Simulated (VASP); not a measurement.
# Sc (P6_3/mmc) in VASP: a series of runs

Runs on Sc. Level: RPBE. Tasks: single point.

Program: VASP 6.6.1. These are calculated values, not measurements. Logs are shortened: lines on timing, memory, paths and dates and some standing lists are left out, and cuts for length are marked.

## (1) The cell of the first run

It takes space group P6_3/mmc (No. 194, hexagonal). The conventional cell has a = 3.291 Å, b = 3.291 Å, c = 5.333 Å, α = 90.00°, β = 90.00°, γ = 120.00°. Within 4.3 Å of Sc (site symmetry -6m2) lie 12 Sc at 3.27 to 3.29 Å.

## (2) Single point, RPBE

INCAR

```
SYSTEM = Sc
PREC = Accurate
ENCUT = 520
EDIFF = 1E-6
ISMEAR = 0
SIGMA = 0.1
LREAL = .False.
LASPH = .True.
NELM = 80
ALGO = Normal
ISIF = 2
LWAVE = .False.
LCHARG = .False.
GGA = RP
NBANDS = 18
```

KPOINTS

```
Automatic mesh
0
Gamma
  6 6 4
  0 0 0
```

POSCAR

```
Sc
1.0
    3.2912249500      0.0000000000      0.0000000000
   -1.6456124800      2.8502844200      0.0000000000
    0.0000000000      0.0000000000      5.3325723900
Sc
2
Direct
    0.3333333300      0.6666666700      0.2500000000
    0.6666666700      0.3333333300      0.7500000000
```

Potentials or basis: VASP PAW PBE potentials, release 64 (Sc_sv).

Started as:

```bash
$ cat potpaw_PBE.64/Sc_sv/POTCAR > POTCAR
$ mpirun -np 1 vasp_std > vasp.out
```

OUTCAR:

```text
SYSTEM = Sc
   PREC = Accurate
   ENCUT = 520
   EDIFF = 1E-6
   ISMEAR = 0
   LREAL = .False.
   LASPH = .True.
   NELM = 80
   ISIF = 2
   GGA = RP

 ion  position               nearest neighbor table
   1  0.333  0.667  0.250-   2 3.27   2 3.27   2 3.27   2 3.27   2 3.27   2 3.27
   2  0.667  0.333  0.750-   1 3.27   1 3.27   1 3.27   1 3.27   1 3.27   1 3.27

  LATTYP: Found a hexagonal cell.
 ALAT       =     3.2912249500
 C/A-ratio  =     1.6202394157

  Lattice vectors:

 A1 = (   3.2912249500,   0.0000000000,   0.0000000000)
 A2 = (  -1.6456124800,   2.8502844200,   0.0000000000)
 A3 = (   0.0000000000,   0.0000000000,   5.3325723900)

Analysis of symmetry for initial positions (statically):
=====================================================================
 Subroutine PRICEL returns:
 Original cell was already a primitive cell.

 Routine SETGRP: Setting up the symmetry group for a
 hexagonal supercell.

 Subroutine GETGRP returns: Found 24 space group operations
 (whereof 12 operations were pure point group operations)
 out of a pool of 24 trial point group operations.

The static configuration has the point symmetry D_3d.
 The point group associated with its full space group is D_6h.

Analysis of symmetry for dynamics (positions and initial velocities):
=====================================================================
 Subroutine PRICEL returns:
 Original cell was already a primitive cell.

 Routine SETGRP: Setting up the symmetry group for a
 hexagonal supercell.

 Subroutine GETGRP returns: Found 24 space group operations
 (whereof 12 operations were pure point group operations)
 out of a pool of 24 trial point group operations.

The dynamic configuration has the point symmetry D_3d.
 The point group associated with its full space group is D_6h.

 Subroutine INISYM returns: Found 24 space group operations
 (whereof 12 operations are pure point group operations),
 and found     1 'primitive' translations

----------------------------------------------------------------------------------------

                                     Primitive cell

  volume of cell :      50.0245

  direct lattice vectors                    reciprocal lattice vectors
     3.291224950  0.000000000  0.000000000     0.303838241  0.175421091  0.000000000
    -1.645612480  2.850284420  0.000000000     0.000000000  0.350842180  0.000000000
     0.000000000  0.000000000  5.332572390     0.000000000  0.000000000  0.187526756

  length of vectors
     3.291224950  3.291224956  5.332572390     0.350842181  0.350842180  0.187526756

  position of ions in fractional coordinates (direct lattice)
     0.333333330  0.666666670  0.250000000
     0.666666670  0.333333330  0.750000000

  ion indices of the primitive-cell ions
   primitive index   ion index
                 1           1
                 2           2

----------------------------------------------------------------------------------------

 KPOINTS: Automatic mesh

Automatic generation of k-mesh.
 Grid dimensions read from file:
 generate k-points for:    6    6    4

 Generating k-lattice:

  Cartesian coordinates                     Fractional coordinates (reciprocal lattice)
     0.050639707  0.029236848  0.000000000     0.166666667  0.000000000  0.000000000
     0.000000000  0.058473697  0.000000000     0.000000000  0.166666667  0.000000000
     0.000000000  0.000000000  0.046881689     0.000000000  0.000000000  0.250000000

  Length of vectors
     0.058473697  0.058473697  0.046881689

  Shift w.r.t. Gamma in fractional coordinates (k-lattice)
     0.000000000  0.000000000  0.000000000

 Subroutine IBZKPT returns following result:
 ===========================================

 Found     21 irreducible k-points:

 Following reciprocal coordinates:
            Coordinates               Weight
  0.000000  0.000000  0.000000      1.000000
  0.166667  0.000000  0.000000      6.000000
  0.333333  0.000000  0.000000      6.000000
  0.500000  0.000000  0.000000      3.000000
  0.166667  0.166667  0.000000      6.000000
  0.333333  0.166667  0.000000     12.000000
[... 13 lines left out ...]
  0.333333  0.166667  0.500000     12.000000
  0.333333  0.333333  0.500000      2.000000
   k-points           NKPTS =     21   k-points in BZ     NKDIM =     21   number of bands    NBANDS=     18
   number of dos      NEDOS =    301   number of ions     NIONS =      2
   total plane-waves  NPLWV =  23040
   dimension x,y,z NGX =    24 NGY =   24 NGZ =   40
   dimension x,y,z NGXF=    48 NGYF=   48 NGZF=   80
   ions per type =               2
   NGX,Y,Z   is equivalent  to a cutoff of  12.12, 12.12, 12.47 a.u.
   NGXF,Y,Z  is equivalent  to a cutoff of  24.25, 24.25, 24.94 a.u.
 SYSTEM =  Sc
   PREC   = accura    normal or accurate (medium, high low for compatibility)
   ISTART =      0    job   : 0-new  1-cont  2-samecut
   ICHARG =      2    charge: 1-file 2-atom 10-const
   ISPIN  =      1    spin polarized calculation?
   LNONCOLLINEAR =      F non collinear calculations
   LSORBIT =      F    spin-orbit coupling
   LASPH  =      T    aspherical Exc in radial PAW
   ENCUT  =  520.0 eV  38.22 Ry    6.18 a.u.   6.12  6.12  9.92*2*pi/ulx,y,z
   NELM   =     80;   NELMIN=  2; NELMDL= -5     # of ELM steps
   EDIFF  = 0.1E-05   stopping-criterion for ELM
   LREAL  =      F    real-space projection
   EDIFFG = 0.1E-04   stopping-criterion for IOM
   NSW    =      0    number of steps for IOM
   IBRION =     -1    ionic relax: 0-MD 1-quasi-New 2-CG
   NFREE  =      0    steps in history (QN), initial steepest desc. (CG)
   ISIF   =      2    stress and relaxation
   ISYM   =      2    0-nonsym 1-usesym 2-fastsym
   POTIM  = 0.5000    time-step for ionic-motion
   TEBEG  =    0.0;   TEEND  =   0.0 temperature during run
   PSTRESS=    0.0 pullay stress
   NELECT =      22.0000    total number of electrons
   NUPDOWN=      -1.0000    fix difference up-down
   EMIN   =  10.00;   EMAX   =-10.00  energy-range for DOS
   EFERMI =   0.00;   METHOD = LEGACY
   ISMEAR =     0;   SIGMA  =   0.10  broadening in eV -4-tet -1-fermi 0-gaus
   EFERMI_NEDOS =   21; number of points for ismear=-14 and -15
   IALGO  =     38    algorithm
   IMIX   =      4    mixing-type and parameters
     AMIX     =   0.40;   BMIX     =  1.00
     AMIX_MAG =   1.60;   BMIX_MAG =  1.00
  volume/ion in A,a.u.               =      25.01       168.79
  Fermi-wavevector in a.u.,A,eV,Ry     =   1.244959  2.352630 21.087965  1.549922
  Thomas-Fermi vector in A             =   2.379202
   LORBIT       =      0    0 simple, 1 ext, 2 COOP (PROOUT), +10 PAW based schemes
   GGA     = RP    functional components
   LHFCALC =     F    Hartree Fock is set to
   AEXX    =    0.0000 exact exchange contribution
   IVDW    =     0    specifies the selected vdW correction
   LEPSILON=     F    determine dielectric tensor
   LRPA    =     F    only Hartree local field effects (RPA)
 non-spin polarized calculation
 Gauss-broadening in eV      SIGMA  =   0.10
  energy-cutoff  :      520.00
  volume of cell :       50.02
 maximum number of plane-waves:      1364
   NGX = 13   NGY = 13   NGZ = 19

 number of electron      22.0000012 magnetization

 Free energy of the ion-electron system (eV)
  ---------------------------------------------------
  ext. energy  EPLUGINS =         0.00000000
  ---------------------------------------------------
  free energy    TOTEN  =       -11.88352801 eV

  energy without entropy =      -11.86578051  energy(sigma->0) =      -11.87465426

 E-fermi :   3.7148     XC(G=0):  -9.7012

 val. band max:        3.6696564967   @ k =   0.3333   0.1667   0.2500
 cond. band min:       3.7366604792   @ k =   0.5000   0.0000   0.5000
 fundamental gap:      0.0670039824
 Fermi energy:         3.7148013281

 k-point     1 :       0.0000    0.0000    0.0000
  band No.  band energies     occupation
      1     -45.8911      2.00000
      2     -45.8351      2.00000
      3     -24.6080      2.00000
      4     -24.3056      2.00000
      5     -24.3056      2.00000
      6     -24.2549      2.00000
[... 10 lines left out ...]
     17       6.1593      0.00000
     18       6.1593      0.00000

 k-point     2 :       0.1667    0.0000    0.0000
  band No.  band energies     occupation
      1     -45.8791      2.00000
      2     -45.8297      2.00000
      3     -24.5759      2.00000
      4     -24.3743      2.00000
      5     -24.3272      2.00000
      6     -24.3251      2.00000
[... 10 lines left out ...]
     17       5.8551      0.00000
     18       6.1036      0.00000

 k-point     3 :       0.3333    0.0000    0.0000
  band No.  band energies     occupation
      1     -45.8530      2.00000
      2     -45.8209      2.00000
      3     -24.5135      2.00000
      4     -24.4985      2.00000
      5     -24.4587      2.00000
      6     -24.3678      2.00000
[... 10 lines left out ...]
     17       6.8295      0.00000
     18       7.0106      0.00000

 k-point     4 :       0.5000    0.0000    0.0000
  band No.  band energies     occupation
      1     -45.8374      2.00000
      2     -45.8191      2.00000
      3     -24.5836      2.00000
      4     -24.5228      2.00000
      5     -24.4420      2.00000
      6     -24.3873      2.00000
[... 10 lines left out ...]
     17       7.6197      0.00000
     18       7.6551      0.00000

 k-point     5 :       0.1667    0.1667    0.0000
  band No.  band energies     occupation
      1     -45.8599      2.00000
      2     -45.8227      2.00000
      3     -24.5205      2.00000
      4     -24.4494      2.00000
      5     -24.4425      2.00000
      6     -24.3515      2.00000
[... 10 lines left out ...]
     17       6.5892      0.00000
     18       6.9333      0.00000

 k-point     6 :       0.3333    0.1667    0.0000
  band No.  band energies     occupation
      1     -45.8375      2.00000
      2     -45.8190      2.00000
      3     -24.5466      2.00000
      4     -24.4968      2.00000
      5     -24.4430      2.00000
      6     -24.4128      2.00000
[... 10 lines left out ...]
     17       7.4197      0.00000
     18       7.4591      0.00000

 k-point     7 :       0.3333    0.3333    0.0000
  band No.  band energies     occupation
      1     -45.8239      2.00000
      2     -45.8239      2.00000
      3     -24.5260      2.00000
      4     -24.4721      2.00000
      5     -24.4721      2.00000
      6     -24.4122      2.00000
[... 10 lines left out ...]
     17       7.1804      0.00000
     18       7.3385      0.00000

 k-point     8 :       0.0000    0.0000    0.2500
  band No.  band energies     occupation
      1     -45.8829      2.00000
      2     -45.8433      2.00000
      3     -24.5546      2.00000
      4     -24.2983      2.00000
      5     -24.2983      2.00000
      6     -24.2894      2.00000
[... 10 lines left out ...]
     17       6.4899      0.00000
     18       6.4899      0.00000
[... 166 lines left out ...]
     17       6.9697      0.00000
     18       7.0071      0.00000

 k-point    17 :       0.3333    0.0000    0.5000
  band No.  band energies     occupation
      1     -45.8370      2.00000
      2     -45.8370      2.00000
      3     -24.5409      2.00000
      4     -24.5409      2.00000
      5     -24.3366      2.00000
      6     -24.3366      2.00000
[... 10 lines left out ...]
     17       7.2025      0.00000
     18       7.2812      0.00000

 k-point    18 :       0.5000    0.0000    0.5000
  band No.  band energies     occupation
      1     -45.8282      2.00000
      2     -45.8282      2.00000
      3     -24.6010      2.00000
      4     -24.6010      2.00000
      5     -24.3446      2.00000
      6     -24.3446      2.00000
[... 10 lines left out ...]
     17       7.5896      0.00000
     18       7.6208      0.00000

 k-point    19 :       0.1667    0.1667    0.5000
  band No.  band energies     occupation
      1     -45.8414      2.00000
      2     -45.8414      2.00000
      3     -24.5017      2.00000
      4     -24.5017      2.00000
      5     -24.3534      2.00000
      6     -24.3534      2.00000
[... 10 lines left out ...]
     17       7.0953      0.00000
     18       7.0953      0.00000

 k-point    20 :       0.3333    0.1667    0.5000
  band No.  band energies     occupation
      1     -45.8282      2.00000
      2     -45.8282      2.00000
      3     -24.5680      2.00000
      4     -24.5680      2.00000
      5     -24.3986      2.00000
      6     -24.3986      2.00000
[... 10 lines left out ...]
     17       7.4319      0.00000
     18       7.4319      0.00000

 k-point    21 :       0.3333    0.3333    0.5000
  band No.  band energies     occupation
      1     -45.8238      2.00000
      2     -45.8238      2.00000
      3     -24.5418      2.00000
      4     -24.5418      2.00000
      5     -24.4694      2.00000
      6     -24.4694      2.00000
[... 10 lines left out ...]
     17       7.3272      0.00000
     18       7.3272      0.00000

------------------------ aborting loop because EDIFF is reached ----------------------------------------

  FORCE on cell =-STRESS in cart. coord.  units (eV):
  Direction    XX          YY          ZZ          XY          YZ          ZX
  --------------------------------------------------------------------------------------
  -------------------------------------------------------------------------------------
  Total        0.7107161      0.7107161     -0.2045496     -0.0000000     -0.0000000      0.0000000
  in kB       22.7627238     22.7627239     -6.5512874     -0.0000000     -0.0000000      0.0000000
  external PRESSURE =      12.9913868 kB  Pullay stress =       0.0000000 kB

 VOLUME and BASIS-vectors are now :
 -----------------------------------------------------------------------------
  energy-cutoff  :      520.00
  volume of cell :       50.02
      direct lattice vectors                 reciprocal lattice vectors
     3.291224950  0.000000000  0.000000000     0.303838241  0.175421091  0.000000000
    -1.645612480  2.850284420  0.000000000     0.000000000  0.350842180  0.000000000
     0.000000000  0.000000000  5.332572390     0.000000000  0.000000000  0.187526756

 POSITION                                       TOTAL-FORCE (eV/Angst)
 -----------------------------------------------------------------------------------
     -0.00000      1.90019      1.33314         0.000000     -0.000000      0.000000
      1.64561      0.95009      3.99943        -0.000000      0.000000      0.000000
 -----------------------------------------------------------------------------------
    total drift:                               -0.000006      0.000003     -0.000000

  FREE ENERGIE OF THE ION-ELECTRON SYSTEM (eV)
  ---------------------------------------------------
  free  energy   TOTEN  =       -11.8835280087 eV

  energy  without entropy=      -11.8657805121  energy(sigma->0) =      -11.87465426
```

It took 15 s on 1 thread of AMD EPYC 7R43 (Zen 3), shared host; peak memory 0.12 GiB.

Results:

| Property | Result |
| --- | --- |
| Free energy | -11.8835 eV |
| Pressure | 1.3 GPa |
| Band gap on the k mesh | zero (band 11 reaches 4.55 eV, above the bottom of band 12 at 3.30 eV) |

Caveat: the k points lie up to 0.37 Å⁻¹ apart; the PAW data sets were made with another functional, which shifts forces and pressure a little.

[end of part 1 of 2]
